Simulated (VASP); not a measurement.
## H3CCl: single point with PBE+D3(BJ)

The system is H3CCl.

```
CELL_PARAMETERS angstrom
9.85388 0.00000 0.00000
0.00000 9.85388 0.00000
0.00000 0.00000 9.85388
ATOMIC_POSITIONS crystal
C 0.00307 0.23673 0.18989
C 0.13921 0.64655 0.20636
C 0.44635 0.16210 0.17697
C 0.98936 0.53326 0.82873
C 0.37013 0.49515 0.61902
C 0.89094 0.93226 0.32704
C 0.79563 0.02087 0.79060
C 0.81051 0.56311 0.34349
Cl 0.01974 0.22199 0.37431
Cl 0.18305 0.71233 0.37217
Cl 0.43968 0.32319 0.27635
Cl 0.85906 0.55353 0.95976
Cl 0.48112 0.59976 0.49725
Cl 0.85946 0.96183 0.49657
Cl 0.87441 0.86890 0.76725
Cl 0.87502 0.57689 0.51490
H 0.03746 0.34593 0.16994
H 0.06433 0.16245 0.14031
H 0.88817 0.21742 0.17311
H 0.03675 0.68302 0.20667
H 0.21391 0.68876 0.13239
H 0.13487 0.53948 0.20389
H 0.48245 0.17039 0.07097
H 0.49779 0.08966 0.24530
H 0.34807 0.13406 0.15644
H 0.95787 0.43998 0.76002
H 0.99188 0.62564 0.77043
H 0.06730 0.49317 0.88850
H 0.42963 0.49074 0.72106
H 0.25957 0.53295 0.62814
H 0.36654 0.38992 0.57773
H 0.84594 0.02236 0.28304
H 0.99283 0.92830 0.30198
H 0.83224 0.83675 0.29616
H 0.69166 0.99905 0.79474
H 0.81780 0.05332 0.89486
H 0.81454 0.10975 0.72749
H 0.72604 0.63164 0.32999
H 0.89415 0.60794 0.28061
H 0.79339 0.45111 0.33666
```

| Quantity | Value |
| --- | --- |
| Program | VASP 6.6.1 |
| Task | single point |
| Functional | PBE |
| Dispersion | D3(BJ) |
| Potentials or basis | VASP PAW PBE potentials, release 64 (C, Cl, H) |
| Cutoff | 520 eV |
| k mesh | 1 × 1 × 1 |
| Occupations | fermi-dirac, width 0.05 eV |
| Spin | no spin polarisation |

The pressure is 0.0 GPa and the largest force is 3.929 eV/Å. The band gap on the k mesh is 4.18 eV and the dispersion energy per atom is -0.037 eV.

Forces in eV/Å, atoms in the order of the input:
```
C   -1.801  1.791  1.212
C    0.733  1.664  0.617
C    1.674  1.102  0.753
C   -2.861 -2.519 -0.949
C    0.549  0.006  0.528
C   -3.266 -0.719 -0.720
C    0.057  1.548  1.895
C    1.566 -0.231  0.469
Cl   0.341  0.132 -0.627
Cl   0.423 -0.269 -0.095
Cl   0.167 -0.950 -1.071
Cl   0.001 -0.045 -0.417
Cl  -1.271 -1.075  1.420
Cl   0.086 -0.244  0.721
Cl   1.146 -1.297  0.188
Cl  -0.327  0.156 -0.029
H   -0.689 -1.474 -0.231
H    0.548 -0.599 -0.341
H    1.819  0.565 -0.204
H   -0.503  0.423 -1.269
H   -0.828 -0.199  0.284
H    0.367 -1.398  0.235
H    0.965  0.493  0.639
H   -0.020  0.155 -0.629
H   -2.778 -0.800  0.302
H    0.259  1.879  1.012
H    0.640  0.338 -0.047
H    2.041  0.217  0.525
H   -1.078  0.382 -1.589
H    1.791 -0.008 -0.250
H    0.144  0.643 -0.033
H   -0.164 -0.027 -0.932
H    2.236 -0.312 -0.236
H    0.853  1.203  0.163
H   -1.878 -0.097 -0.344
H    0.212  0.158  0.093
H    0.440 -0.371 -0.697
H   -0.758 -0.230  0.181
H   -0.675 -1.007  0.173
H   -0.161  1.018 -0.698
```

Stress tensor (GPa, compression positive):
```
 0.70 -0.69  0.20
-0.69 -0.75 -0.30
 0.20 -0.30 -0.09
```

Levels at points of the mesh, in eV from the valence-band top:
| k point | band 54 | band 55 | band 56 | band 57 | band 58 | band 59 |
| --- | --- | --- | --- | --- | --- | --- |
| (0.00, 0.00, 0.00) | -0.56 | -0.34 | 0.00 | 4.18 | 4.22 | 4.68 |

It took 4.8 min on 1 thread of AMD EPYC 7R43 64-Core Processor (Zen 3), on a shared host, peak memory 0.85 GiB.

Caveat: the k points lie up to 0.64 Å⁻¹ apart.
